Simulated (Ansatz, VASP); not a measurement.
# One calculation of KAg, two programs

INCAR

```
SYSTEM = KAg
ALGO     = Normal         ! electronic algorithm
EDIFF    = 1E-7           ! SCF threshold, eV
ENCUT    = 520            ! plane-wave cutoff, eV
GGA      = PE             ! functional
ISIF     = 2              ! what is computed and relaxed
ISMEAR   = 0              ! smearing method
LASPH    = .True.         ! aspherical terms in the spheres
LCHARG   = .True.         ! write CHGCAR
LELF     = .True.         ! ELF
LREAL    = .False.        ! projectors in reciprocal space
LVHAR    = .True.       
LWAVE    = .False.        ! write WAVECAR
NBANDS   = 17             ! bands
NELM     = 80             ! most SCF steps
PREC     = Accurate       ! precision mode
SIGMA    = 0.1            ! smearing width, eV
```

KPOINTS

```
k-points
0
Gamma
  4 4 4
  0 0 0
```

Contents of POSCAR:

```
KAg
1.0
    4.1273822000      0.0000000000      0.0000000000
    0.0000000000      4.1273822000      0.0000000000
    0.0000000000      0.0000000000      4.1273822000
K Ag
1 1
Direct
    0.5000000000      0.5000000000      0.5000000000
    0.0000000000      0.0000000000      0.0000000000
```

Input for Ansatz:

```yaml
crystal:
  lattice:
    - [4.1273822, 0.0, 0.0]
    - [0.0, 4.1273822, 0.0]
    - [0.0, 0.0, 4.1273822]
  atoms:
    - { symbol: K, position: [0.5, 0.5, 0.5] }
    - { symbol: Ag, position: [0.0, 0.0, 0.0] }
basis:
  ecutwfc: 420
kpoints:
  mp_grid: { grid: [4, 4, 4] }
hamiltonian:
  xc: pbe
scf:
  occupations: { method: gaussian, width: 0.1 }
  lower_state_search: "off"
output:
  forces: true
  stress: true
  eigenvalues: true
```

Alike in both runs: task single point; functional PBE; k mesh 4 × 4 × 4; occupations gaussian, width 0.1 eV; no spin polarisation.

|  | VASP | Ansatz |
| --- | --- | --- |
| version | VASP 6.6.1 | Ansatz 0.2.0 |
| potentials or method | VASP PAW PBE potentials, release 64 (K_sv, Ag), cutoff 520 eV | scalar-relativistic, plane waves, PAW |
| valence electrons in the cell | 20 | 28 |

```csv
,VASP,Ansatz,Ansatz less VASP
gap on the k mesh at the Fermi level (eV),none,none,-
pressure (GPa),0.1,0.1,0.00
```

A gap of «none» marks a metal or a gap that the smearing closes. With one functional, cell and mesh, what is left measures potentials, basis and numerics. VASP's potentials hold 20 valence electrons a cell and Ansatz's 28, so a difference there can come from the potentials and not from the codes.

The k mesh is coarse, so the values compare programs but aren't converged.
